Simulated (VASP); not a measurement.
Sr, 2 atoms in the cell. Symmetry: C2/m, No. 12, monoclinic system. The conventional cell has a = 6.394 Å, b = 5.720 Å, c = 3.050 Å, α = 90.00°, β = 118.49°, γ = 90.00°. Within 3.2 Å of Sr (site symmetry m) lie 5 Sr at 2.39 to 3.05 Å.  This cell differs from its parent crystal: shortest bond scaled by 0.82.

| Quantity | Value |
| --- | --- |
| Program | VASP 6.6.1 |
| Task | single point |
| Functional | LDA |
| Potentials or basis | VASP PAW LDA potentials, release 64 (Sr_sv) |
| Cutoff | 520 eV |
| k mesh | 11 × 11 × 11 |
| Occupations | fermi-dirac, width 0.05 eV |
| Spin | no spin polarisation |
| Dipole correction | no |
| Further INCAR settings | ALGO = Normal; EDIFF = 1e-06; NBANDS = 17 |

Potentials or basis: VASP PAW LDA potentials, release 64 (Sr_sv).

Run with:

```console
$ cat potpaw_LDA.64/Sr_sv/POTCAR > POTCAR
$ mpirun -np 1 vasp_std > vasp.out
```

Hardware: 1 thread of Intel Xeon 8259CL, with other jobs on the host.

Problem. How long does it take, and how much memory?

Solution. It took 5.5 min on 1 thread of Intel Xeon 8259CL, with other jobs on the host, peak memory 0.36 GiB. Counts: scf iterations 12, k points 366.
